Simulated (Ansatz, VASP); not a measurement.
**Ge2Sb2Te in VASP and in Ansatz**

```
CELL_PARAMETERS angstrom
8.27649 0.00000 0.00000
0.00000 8.27649 0.00000
0.00000 0.00000 3.62837
ATOMIC_POSITIONS crystal
Ge 0.34959 0.15041 0.00000
Ge 0.15041 0.65041 0.00000
Ge 0.84959 0.34959 0.00000
Ge 0.65041 0.84959 0.00000
Sb 0.65053 0.15053 0.50000
Sb 0.34947 0.84947 0.50000
Sb 0.84947 0.65053 0.50000
Sb 0.15053 0.34947 0.50000
Te 0.50000 0.50000 0.00000
Te 0.00000 0.00000 0.00000
```

Change from the starting cell: species swapped into the Nd2InRh2 type (P4/mbm, No. 127).

Alike in both runs: functional PBE; k mesh 6 × 6 × 10; occupations gaussian, width 0.1 eV; no spin polarisation.

Ansatz relaxed the structure, and its values are those at the end. VASP's run is a single point on that final structure, the one shown.

|  | VASP | Ansatz |
| --- | --- | --- |
| version | VASP 6.6.1 | Ansatz 0.2.0 |
| potentials or method | VASP PAW PBE potentials, release 64 (Ge_d, Sb, Te), cutoff 520 eV | scalar-relativistic, plane waves, PAW |
| valence electrons in the cell | 88 | 148 |

Ansatz gave:

```
gap on the k mesh at the Fermi level (eV) : none
pressure (GPa)                            : 0.0
rms of the force components (eV/Å)        : 0.002
```

Q: Which values does VASP return?

A: gap on the k mesh at the Fermi level (eV): none; pressure (GPa): -0.1; rms of the force components (eV/Å): 0.003.

A gap of «none» marks a metal or a gap that the smearing closes. The functional is the same, so the differences come from potentials, cutoffs and numerics. VASP's potentials hold 88 valence electrons a cell and Ansatz's 148, so a difference there can come from the potentials and not from the codes.

Spin-orbit coupling is off throughout.
